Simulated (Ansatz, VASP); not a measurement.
# GeB2C3 in VASP and in Ansatz

```
Ge B C
1.0
     3.67364    0.00000    0.00000
     0.00000    4.74348    0.00000
     0.00000    0.00000    5.68074
Ge B C
1 2 3
Direct
  0.50000 0.00000 0.00000
  0.50000 0.50000 0.86390
  0.50000 0.50000 0.13610
  0.50000 0.50000 0.38998
  0.50000 0.50000 0.61002
  0.00000 0.00000 0.00000
```

Alike in both runs: functional PBE; k mesh 6 × 4 × 4; occupations gaussian, width 0.1 eV; no spin polarisation.

Ansatz relaxed the structure, and its values are those at the end. VASP's run is a single point on that final structure, the one shown.

```csv
,VASP,Ansatz
version,VASP 6.6.1,Ansatz 0.2.0
potentials or method,"VASP PAW PBE potentials, release 64 (Ge_d, B, C), cutoff 520 eV","scalar-relativistic, plane waves, PAW"
valence electrons in the cell,32,32
```

VASP gave:

* gap on the k mesh at the Fermi level (eV): none
* pressure (GPa): -0.2
* rms of the force components (eV/Å): 0.020

Question: What did Ansatz give for the same quantities?

Answer: gap on the k mesh at the Fermi level (eV): none; pressure (GPa): 0.0; rms of the force components (eV/Å): 0.001.

A gap of «none» marks a metal or a gap that the smearing closes. With one functional, cell and mesh, what is left measures potentials, basis and numerics.
